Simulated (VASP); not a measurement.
A run of VASP 6.6.1:

File INCAR:

```
SYSTEM = AlN
  ALGO = Normal
  EDIFF = 1E-7
  EDIFFG = -0.01
  ENCUT = 600
  GGA = PE
  IBRION = 2
  ISIF = 3
  ISMEAR = 0
  LASPH = .True.
  LCHARG = .False.
  LREAL = .False.
  LWAVE = .False.
  NELM = 80
  NSW = 100
  PREC = Accurate
  SIGMA = 0.02
```

The input KPOINTS:

```
k-points
0
Gamma
  10 10 10
  0 0 0
```

File POSCAR:

```
AlN
1.0
    0.0000000000      2.0352648426      2.0352648426
    2.0352648426      0.0000000000      2.0352648426
    2.0352648426      2.0352648426      0.0000000000
Al N
1 1
Direct
    0.0000000000      0.0000000000      0.0000000000
    0.5000000000      0.5000000000      0.5000000000
```

Potentials or basis: VASP PAW PBE potentials, release 64 (Al, N).

Command:

```bash
$ cat potpaw_PBE.64/Al/POTCAR potpaw_PBE.64/N/POTCAR > POTCAR
$ mpirun -np 1 vasp_std > vasp.out
```

Hardware: 1 thread of Intel(R) Xeon(R) Platinum 8488C (Sapphire Rapids), on a shared host.

Problem. How long does it take, and how much memory?

Solution. Wall time 7.4 s on 1 thread of Intel(R) Xeon(R) Platinum 8488C (Sapphire Rapids), on a shared host, peak memory 0.13 GiB. Counts: scf iterations 24, k points 47, ion steps 3.
